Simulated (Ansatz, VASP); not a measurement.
**Two plane-wave programs on ZnCl4**

```
Zn Cl
1.0
     4.82138    0.00000    0.00000
    -2.41069    4.17544    0.00000
     0.00000    0.00000    7.79824
Zn Cl
1 4
Direct
  0.00000 0.00000 0.50000
  0.33333 0.66667 0.86645
  0.33333 0.66667 0.13355
  0.66667 0.33333 0.13355
  0.66667 0.33333 0.86645
```

Alike in both runs: task single point; functional PBE; k mesh 6 × 6 × 2; occupations gaussian, width 0.1 eV; no spin polarisation.

|  | VASP | Ansatz |
| --- | --- | --- |
| version | VASP 6.6.1 | Ansatz 0.2.0 |
| potentials or method | VASP PAW PBE potentials, release 64 (Zn, Cl), cutoff 520 eV | scalar-relativistic, plane waves, PAW |
| valence electrons in the cell | 40 | 40 |

Ansatz gave:

| Quantity | Value |
| --- | --- |
| gap on the k mesh at the Fermi level (eV) | none |
| pressure (GPa) | 6.3 |
| traceless stress, the component that is largest in VASP (GPa) | -6.34 |
| rms of the force components (eV/Å) | 0.120 |

**Question.** What did VASP give for the same quantities?

**Answer.** gap on the k mesh at the Fermi level (eV): none; pressure (GPa): 6.2; traceless stress, the component that is largest in VASP (GPa): -7.02; rms of the force components (eV/Å): 0.018.

Atom by atom the forces differ by 0.102 eV/Å (rms over components). A gap of «none» marks a metal or a gap that the smearing closes. With one functional, cell and mesh, what is left measures potentials, basis and numerics.

The k mesh is coarse, so the values compare programs but aren't converged.
